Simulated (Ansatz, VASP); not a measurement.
KI: VASP beside Ansatz

```xyz
2
Lattice="0.0000 3.4115 3.4115 3.4115 0.0000 3.4115 3.4115 3.4115 0.0000" Properties=species:S:1:pos:R:3 pbc="T T T"
K    -0.0100   -0.0100   -0.0100
I     3.4115    3.4115    3.4115
```

Change from the starting cell: atom 1 moved by [-0.01, -0.01, -0.01] A.

Alike in both runs: task single point; functional LDA; k mesh 6 × 6 × 6; no spin polarisation.

|  | VASP | Ansatz |
| --- | --- | --- |
| version | VASP 6.6.1 | Ansatz 0.2.0 |
| potentials or method | VASP PAW LDA potentials, release 64 (K_sv, I), cutoff 520 eV | all-electron LAPW, scalar-relativistic |
| occupations | gaussian, width 0.01 eV | fixed |

```csv
,VASP,Ansatz,Ansatz less VASP
gap on the k mesh at the Fermi level (eV),3.87,3.86,-0.011
pressure (GPa),0.0,0.0,-0.05
rms of the force components (eV/Å),0.015,0.014,-0.0003
```

LDA's correlation is that of Perdew and Zunger in VASP and of Perdew and Wang (1992) in Ansatz. Atom by atom the forces differ by 0.000 eV/Å (rms over components). Ansatz ran all-electron here, and VASP with PAW potentials.

Spin-orbit coupling is off throughout.
